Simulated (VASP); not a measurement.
# KBr (P6/mmm) in VASP: a series of runs, part 3 of 3

VASP 6.6.1.

### Step 6. Relaxation of cell and atoms, PBE

This run uses another cell than the first one, of 95.80 Å³/atom.

INCAR reads:

```
PREC = Accurate ; ENCUT = 600
EDIFF = 1E-6 ; ISMEAR = 0
SIGMA = 0.02 ; LREAL = F
LASPH = T ; NELM = 100
ALGO = Normal ; ISIF = 3
LWAVE = F ; LCHARG = F
GGA = PE ; IBRION = 2
NSW = 100 ; EDIFFG = -0.01
```

KPOINTS reads:

```
regular mesh
0
Gamma
  6 6 4
```

POSCAR reads:

```
KBr
1.0
    6.0766011237      0.0000000000      0.0000000000
   -3.0383005619      5.2624909418      0.0000000000
    0.0000000000      0.0000000000      5.9915911092
K Br
1 1
Direct
    0.0000000000      0.0000000000      0.5000000000
    0.0000000000      0.0000000000      0.0000000000
```

Potentials or basis: VASP PAW PBE potentials, release 64 (K_sv, Br).

Command:

```
cat potpaw_PBE.64/K_sv/POTCAR potpaw_PBE.64/Br/POTCAR > POTCAR
mpirun -np 1 vasp_std > vasp.out
```

OUTCAR:

```text
PREC = Accurate
   ENCUT = 600
   EDIFF = 1E-6
   ISMEAR = 0
   LREAL = F
   LASPH = T
   NELM = 100
   ISIF = 3
   GGA = PE
   IBRION = 2
   NSW = 100
   EDIFFG = -0.01

 ion  position               nearest neighbor table
   1  0.000  0.000  0.500-   2 3.00   2 3.00
   2  0.000  0.000  0.000-   1 3.00   1 3.00

  LATTYP: Found a hexagonal cell.
 ALAT       =     6.0766011237
 C/A-ratio  =     0.9860102691

  Lattice vectors:

 A1 = (   6.0766011237,   0.0000000000,   0.0000000000)
 A2 = (  -3.0383005619,   5.2624909418,   0.0000000000)
 A3 = (   0.0000000000,   0.0000000000,   5.9915911092)

Analysis of symmetry for initial positions (statically):
=====================================================================
 Subroutine PRICEL returns:
 Original cell was already a primitive cell.

 Routine SETGRP: Setting up the symmetry group for a
 hexagonal supercell.

 Subroutine GETGRP returns: Found 24 space group operations
 (whereof 24 operations were pure point group operations)
 out of a pool of 24 trial point group operations.

The static configuration has the point symmetry D_6h.

Analysis of symmetry for dynamics (positions and initial velocities):
=====================================================================
 Subroutine PRICEL returns:
 Original cell was already a primitive cell.

 Routine SETGRP: Setting up the symmetry group for a
 hexagonal supercell.

 Subroutine GETGRP returns: Found 24 space group operations
 (whereof 24 operations were pure point group operations)
 out of a pool of 24 trial point group operations.

The dynamic configuration has the point symmetry D_6h.

 Subroutine INISYM returns: Found 24 space group operations
 (whereof 24 operations are pure point group operations),
 and found     1 'primitive' translations

----------------------------------------------------------------------------------------

                                     Primitive cell

  volume of cell :     191.5995

  direct lattice vectors                    reciprocal lattice vectors
     6.076601124  0.000000000  0.000000000     0.164565681  0.095012040  0.000000000
    -3.038300562  5.262490942  0.000000000     0.000000000  0.190024080  0.000000000
     0.000000000  0.000000000  5.991591109     0.000000000  0.000000000  0.166900575

  length of vectors
     6.076601124  6.076601124  5.991591109     0.190024080  0.190024080  0.166900575

  position of ions in fractional coordinates (direct lattice)
     0.000000000  0.000000000  0.500000000
     0.000000000  0.000000000  0.000000000

  ion indices of the primitive-cell ions
   primitive index   ion index
                 1           1
                 2           2

----------------------------------------------------------------------------------------

 KPOINTS: regular mesh

Automatic generation of k-mesh.
 Grid dimensions read from file:
 generate k-points for:    6    6    4

 Generating k-lattice:

  Cartesian coordinates                     Fractional coordinates (reciprocal lattice)
     0.027427613  0.015835340  0.000000000     0.166666667  0.000000000  0.000000000
     0.000000000  0.031670680  0.000000000     0.000000000  0.166666667  0.000000000
     0.000000000  0.000000000  0.041725144     0.000000000  0.000000000  0.250000000

  Length of vectors
     0.031670680  0.031670680  0.041725144

  Shift w.r.t. Gamma in fractional coordinates (k-lattice)
     0.000000000  0.000000000  0.000000000

 Subroutine IBZKPT returns following result:
 ===========================================

 Found     21 irreducible k-points:

 Following reciprocal coordinates:
            Coordinates               Weight
  0.000000  0.000000  0.000000      1.000000
  0.166667 -0.000000  0.000000      6.000000
  0.333333  0.000000  0.000000      6.000000
  0.500000  0.000000  0.000000      3.000000
  0.166667  0.166667  0.000000      6.000000
  0.333333  0.166667  0.000000     12.000000
[... 13 lines left out ...]
  0.333333  0.166667  0.500000     12.000000
  0.333333  0.333333  0.500000      2.000000
   k-points           NKPTS =     21   k-points in BZ     NKDIM =     21   number of bands    NBANDS=     12
   number of dos      NEDOS =    301   number of ions     NIONS =      2
   total plane-waves  NPLWV = 120000
   dimension x,y,z NGX =    50 NGY =   50 NGZ =   48
   dimension x,y,z NGXF=   100 NGYF=  100 NGZF=   96
   ions per type =               1   1
   NGX,Y,Z   is equivalent  to a cutoff of  13.68, 13.68, 13.32 a.u.
   NGXF,Y,Z  is equivalent  to a cutoff of  27.36, 27.36, 26.64 a.u.
 SYSTEM =  unknown system
   PREC   = accura    normal or accurate (medium, high low for compatibility)
   ISTART =      0    job   : 0-new  1-cont  2-samecut
   ICHARG =      2    charge: 1-file 2-atom 10-const
   ISPIN  =      1    spin polarized calculation?
   LNONCOLLINEAR =      F non collinear calculations
   LSORBIT =      F    spin-orbit coupling
   LASPH  =      T    aspherical Exc in radial PAW
   ENCUT  =  600.0 eV  44.10 Ry    6.64 a.u.  12.14 12.14 11.97*2*pi/ulx,y,z
   NELM   =    100;   NELMIN=  2; NELMDL= -5     # of ELM steps
   EDIFF  = 0.1E-05   stopping-criterion for ELM
   LREAL  =      F    real-space projection
   EDIFFG = -.1E-01   stopping-criterion for IOM
   NSW    =    100    number of steps for IOM
   IBRION =      2    ionic relax: 0-MD 1-quasi-New 2-CG
   NFREE  =      1    steps in history (QN), initial steepest desc. (CG)
   ISIF   =      3    stress and relaxation
   ISYM   =      2    0-nonsym 1-usesym 2-fastsym
   POTIM  = 0.5000    time-step for ionic-motion
   TEBEG  =    0.0;   TEEND  =   0.0 temperature during run
   PSTRESS=    0.0 pullay stress
   NELECT =      16.0000    total number of electrons
   NUPDOWN=      -1.0000    fix difference up-down
   EMIN   =  10.00;   EMAX   =-10.00  energy-range for DOS
   EFERMI =   0.00;   METHOD = LEGACY
   ISMEAR =     0;   SIGMA  =   0.02  broadening in eV -4-tet -1-fermi 0-gaus
   EFERMI_NEDOS =   21; number of points for ismear=-14 and -15
   IALGO  =     38    algorithm
   IMIX   =      4    mixing-type and parameters
     AMIX     =   0.40;   BMIX     =  1.00
     AMIX_MAG =   1.60;   BMIX_MAG =  1.00
  volume/ion in A,a.u.               =      95.80       646.49
  Fermi-wavevector in a.u.,A,eV,Ry     =   0.715567  1.352225  6.966667  0.512036
  Thomas-Fermi vector in A             =   1.803761
   LORBIT       =      0    0 simple, 1 ext, 2 COOP (PROOUT), +10 PAW based schemes
   GGA     = PE    functional components
   LHFCALC =     F    Hartree Fock is set to
   AEXX    =    0.0000 exact exchange contribution
   IVDW    =     0    specifies the selected vdW correction
   LEPSILON=     F    determine dielectric tensor
   LRPA    =     F    only Hartree local field effects (RPA)
 conjugate gradient relaxation of ions
 non-spin polarized calculation
 Gauss-broadening in eV      SIGMA  =   0.02
  energy-cutoff  :      600.00
  volume of cell :      191.60
 maximum number of plane-waves:      6420
 NGX is ok and might be reduce to    50
   NGX = 25   NGY = 25   NGZ = 23

--------------------------------------- Ionic step        1  -------------------------------------------

 number of electron      15.9999997 magnetization

 Free energy of the ion-electron system (eV)
  ---------------------------------------------------
  ext. energy  EPLUGINS =         0.00000000
  ---------------------------------------------------
  free energy    TOTEN  =        -5.30961288 eV

  energy without entropy =       -5.30961288  energy(sigma->0) =       -5.30961288

------------------------ aborting loop because EDIFF is reached ----------------------------------------

  FORCE on cell =-STRESS in cart. coord.  units (eV):
  Direction    XX          YY          ZZ          XY          YZ          ZX
  --------------------------------------------------------------------------------------
  -------------------------------------------------------------------------------------
  Total        0.2303769      0.2303769      0.0682889     -0.0000000      0.0000000      0.0000000
  in kB        1.9264393      1.9264393      0.5710400     -0.0000000      0.0000000      0.0000000
  external PRESSURE =       1.4746396 kB  Pullay stress =       0.0000000 kB
[... 89 lines left out ...]
  FREE ENERGIE OF THE ION-ELECTRON SYSTEM (eV)
  ---------------------------------------------------
  free  energy   TOTEN  =        -5.3184883240 eV

  energy  without entropy=       -5.3184883240  energy(sigma->0) =       -5.31848832

[... ionic steps 4 to 12 ...]

--------------------------------------- Ionic step       13  -------------------------------------------

 number of electron      15.9999999 magnetization

------------------------ aborting loop because EDIFF is reached ----------------------------------------
[... 67 lines left out ...]
--------------------------------------- Ionic step       15  -------------------------------------------

 number of electron      15.9999997 magnetization

 Free energy of the ion-electron system (eV)
  ---------------------------------------------------
  ext. energy  EPLUGINS =         0.00000000
  ---------------------------------------------------
  free energy    TOTEN  =        -5.36471035 eV

  energy without entropy =       -5.36471035  energy(sigma->0) =       -5.36471035

 E-fermi :  -4.4881     XC(G=0):  -2.6879

 val. band max:       -4.6693819248   @ k =   0.0000   0.0000   0.0000
 cond. band min:      -0.8087135317   @ k =   0.0000   0.0000   0.0000
 fundamental gap:      3.8606683931
 Fermi energy:        -4.4880950181

 k-point     1 :       0.0000    0.0000    0.0000
  band No.  band energies     occupation
      1     -33.7642      2.00000
      2     -17.3134      2.00000
      3     -17.3134      2.00000
      4     -17.1699      2.00000
      5     -16.5796      2.00000
      6      -4.8341      2.00000
      7      -4.6694      2.00000
      8      -4.6694      2.00000
      9      -0.8087      0.00000
     10       1.7865      0.00000
     11       1.7871      0.00000
     12       2.3966      0.00000
[... 327 lines left out ...]
  FREE ENERGIE OF THE ION-ELECTRON SYSTEM (eV)
  ---------------------------------------------------
  free  energy   TOTEN  =        -5.3647103529 eV

  energy  without entropy=       -5.3647103529  energy(sigma->0) =       -5.36471035

 reached required accuracy - stopping structural energy minimisation
```

OSZICAR:

```text
N       E                     dE             d eps       ncg     rms          rms(c)
DAV:   1     0.996994415366E+02    0.99699E+02   -0.63135E+03   504   0.110E+03
DAV:   2     0.836101850840E+01   -0.91338E+02   -0.82208E+02   624   0.226E+02
DAV:   3    -0.486171450720E+01   -0.13223E+02   -0.13149E+02   604   0.734E+01
[... 168 lines left out ...]
DAV:   6    -0.536445385710E+01   -0.70999E-04   -0.15749E-04   772   0.124E-01    0.330E-02
DAV:   7    -0.536465715589E+01   -0.20330E-03   -0.88092E-05   588   0.729E-02    0.200E-02
DAV:   8    -0.536469072727E+01   -0.33571E-04   -0.88066E-06   536   0.294E-02    0.173E-02
DAV:   9    -0.536471038272E+01   -0.19655E-04   -0.11964E-05   512   0.317E-02    0.275E-03
DAV:  10    -0.536471035289E+01    0.29826E-07   -0.82003E-07   480   0.101E-02
  15 F= -.53647104E+01 E0= -.53647104E+01  d E =-.206911E-02
```

CONTCAR:

```text
KBr
   1.00000000000000
     8.0890827404018850   -0.0000000000208734    0.0000000000000000
    -4.0445413702855788    7.0053511465347631   -0.0000000000000000
    -0.0000000000000000    0.0000000000000000    6.0441389539998465
  K               Br
     1     1
Direct
     0.0000000000000000    0.0000000000000000    0.5000000000000000
     0.0000000000000000    0.0000000000000000    0.0000000000000000

  0.00000000E+00  0.00000000E+00  0.00000000E+00
  0.00000000E+00  0.00000000E+00  0.00000000E+00
```

Run time: 9.5 min. Hardware: 1 thread of Intel Xeon Platinum 8488C (Sapphire Rapids), shared host; peak memory 0.39 GiB.

Results:

- Free energy: -5.3647 eV
- Relaxed cell: a = 8.089 Å, b = 8.089 Å, c = 6.044 Å, α = 90.00°, β = 90.00°, γ = 120.00°
- Space group after relaxing (to 0.1 Å): P6/mmm (No. 191)
- Energy gained by relaxing: 27.5 meV/atom
- Ionic steps: 15
- Pressure after relaxing: 0.0 GPa
- Band gap on the k mesh: 3.86 eV

The path:
| step | energy change (eV) | largest force (eV/Å) | pressure (GPa) | volume (Å³) |
| --- | --- | --- | --- | --- |
| 1 | 0.0000 | 0.0000 | 0.15 | 191.60 |
| 2 | -0.0025 | 0.0000 | 0.12 | 194.05 |
| 3 | -0.0089 | 0.0000 | 0.05 | 201.53 |
| 4 | -0.0169 | 0.0000 | -0.06 | 217.00 |
| 5 | -0.0170 | 0.0000 | -0.22 | 250.06 |
| 6 | -0.0193 | 0.0000 | -0.16 | 236.21 |
| 7 | -0.0204 | 0.0000 | -0.16 | 237.23 |
| 8 | -0.0233 | 0.0000 | -0.15 | 240.31 |
| 9 | -0.0286 | 0.0000 | -0.13 | 246.51 |
| 10 | -0.0375 | 0.0000 | -0.09 | 259.10 |
| 11 | -0.0488 | 0.0000 | -0.02 | 285.04 |
| 12 | -0.0505 | 0.0000 | 0.11 | 339.81 |
| 13 | -0.0530 | 0.0000 | 0.06 | 317.09 |
| 14 | -0.0543 | 0.0000 | 0.04 | 327.08 |
| 15 | -0.0551 | 0.0000 | 0.00 | 342.50 |

Final structure:
```xyz
2
Lattice="8.0891 0.0000 0.0000 -4.0445 7.0054 0.0000 0.0000 0.0000 6.0441" Properties=species:S:1:pos:R:3 pbc="T T T"
K     0.0000    0.0000    3.0221
Br    0.0000    0.0000    0.0000
```

Caveat: the volume moved by over 15 % at a fixed basis, so the end points are rough. A k mesh can miss the band edges.

### Step 7. Relaxation of cell and atoms, PBE

This run uses another cell than the first one.

INCAR reads:

```
SYSTEM = KBr
PREC = Accurate
ENCUT = 600
EDIFF = 1E-6
ISMEAR = 0
SIGMA = 0.02
LREAL = .FALSE.
LASPH = .TRUE.
NELM = 80
ALGO = Normal
ISIF = 3
LWAVE = .FALSE.
LCHARG = .FALSE.
GGA = PE
IBRION = 2
NSW = 100
EDIFFG = -0.01
```

KPOINTS reads:

```
Automatic mesh
0
G
  6 6 4
  0 0 0
```

POSCAR reads:

```
KBr
1.0
    7.9238805148      0.0000000000      0.0000000000
   -3.9619402574      6.8622818224      0.0000000000
    0.0000000000      0.0000000000      6.0394323874
K Br
1 1
Direct
    0.0000000000      0.0000000000      0.5000000000
    0.0000000000      0.0000000000      0.0000000000
```

Command:

```
cat potpaw_PBE.64/K_sv/POTCAR potpaw_PBE.64/Br/POTCAR > POTCAR
mpirun -np 1 vasp_std > vasp.out
```

It took 18 min on 1 thread of Intel Xeon Platinum 8488C (Sapphire Rapids), shared host; peak memory 0.58 GiB.

The run converged. Its results:

```yaml
Free_energy: -5.3751 eV
Relaxed_cell: a = 9.380 Å, b = 9.380 Å, c = 6.050 Å, α = 90.00°, β = 90.00°, γ = 120.00°
Space_group_after_relaxing_to_0.1_Å: P6/mmm (No. 191)
Energy_gained_by_relaxing: 2.7 meV/atom
Ionic_steps: 18
Pressure_after_relaxing: 0.0 GPa
Band_gap_on_the_k_mesh: 4.07 eV
```

Step by step:
```
step  energy change (eV)  largest force (eV/Å)  pressure (GPa)  volume (Å³)
   1              0.0000                0.0000            0.02       328.40
   2             -0.0001                0.0000            0.01       329.41
   3             -0.0001                0.0000            0.00       330.77
   4             -0.0002                0.0000            0.00       331.29
   5             -0.0004                0.0000            0.00       332.86
   6             -0.0008                0.0000            0.01       335.99
   7             -0.0015                0.0000            0.01       342.30
   8             -0.0025                0.0000            0.02       355.07
   9             -0.0033                0.0000            0.04       381.25
  10             -0.0034                0.0000            0.04       382.30
  11             -0.0036                0.0000            0.04       385.46
  12             -0.0041                0.0000            0.03       391.82
  13             -0.0047                0.0000            0.02       404.73
  14             -0.0052                0.0000           -0.01       431.25
  15             -0.0052                0.0000           -0.01       429.68
  16             -0.0053                0.0000           -0.01       432.77
  17             -0.0054                0.0000            0.00       442.09
  18             -0.0054                0.0000            0.00       461.02
```

Final structure:
```
K Br
1.0
     9.38021    0.00000    0.00000
    -4.69010    8.12350    0.00000
     0.00000    0.00000    6.05016
K Br
1 1
Direct
  0.00000 0.00000 0.50000
  0.00000 0.00000 0.00000
```

Levels at points of the mesh, in eV from the valence-band top:
```csv
k point,band 5,band 6,band 7,band 8,band 9,band 10,band 11,band 12
"(0.00, 0.00, 0.00)",-11.90,-0.16,0.00,0.00,4.07,6.31,6.31,6.43
"(0.50, 0.00, 0.00)",-11.90,-0.16,0.00,0.00,4.37,5.21,6.00,6.07
"(0.00, 0.00, 0.50)",-11.48,-0.73,-0.04,-0.04,4.92,5.57,6.45,6.45
"(0.50, 0.00, 0.50)",-11.48,-0.73,-0.04,-0.04,5.19,5.75,6.09,6.38
```

Caveat: the volume moved by over 15 % at a fixed basis, so the end points are rough; the relaxation moved the vacuum too, so the length across it says nothing of the material.

### Step 8. Overview

| task | cell | cutoff (eV) | smearing | gap on the mesh (eV) | pressure (GPa) | relaxed volume (Å³/atom) |
| --- | --- | --- | --- | --- | --- | --- |
| single point | a = 4.085, b = 4.085, c = 5.931 Å, angles 90.0, 90.0, 120.0°, 2 atoms | 520 | gaussian 0.1 eV | 0.88 | 1.5 | - |
| single point | a = 6.077, b = 6.077, c = 5.992 Å, angles 90.0, 90.0, 120.0°, 2 atoms | 520 | gaussian 0.1 eV | 3.26 | 0.1 | - |
| relaxation of cell and atoms | relaxed from a = 4.085, b = 4.085, c = 5.931 Å, angles 90.0, 90.0, 120.0°, 2 atoms | 600 | gaussian 0.1 eV | 3.49 | 0.0 | 116.49 |
| single point | a = 7.924, b = 7.924, c = 6.039 Å, angles 90.0, 90.0, 120.0°, 2 atoms | 520 | gaussian 0.02 eV | 3.83 | 0.0 | - |
| relaxation of cell and atoms | relaxed from a = 6.077, b = 6.077, c = 5.992 Å, angles 90.0, 90.0, 120.0°, 2 atoms | 600 | gaussian 0.02 eV | 3.86 | 0.0 | 171.25 |
| relaxation of cell and atoms | relaxed from a = 7.924, b = 7.924, c = 6.039 Å, angles 90.0, 90.0, 120.0°, 2 atoms | 600 | gaussian 0.02 eV | 4.07 | 0.0 | 230.51 |

Alike in all rows: level PBE; potentials or basis VASP PAW PBE potentials, release 64 (K_sv, Br); no spin polarisation; k mesh 6 × 6 × 4.

Caveats: the volume moved by over 15 % at a fixed basis, so the end points are rough (at least some runs); the stress differs along the axes, from -2 to 3 GPa (at least some runs); the relaxation moved the vacuum too, so the length across it says nothing of the material (at least some runs).

Total energies depend on the potentials used, so only differences within one code and one set of settings carry meaning.
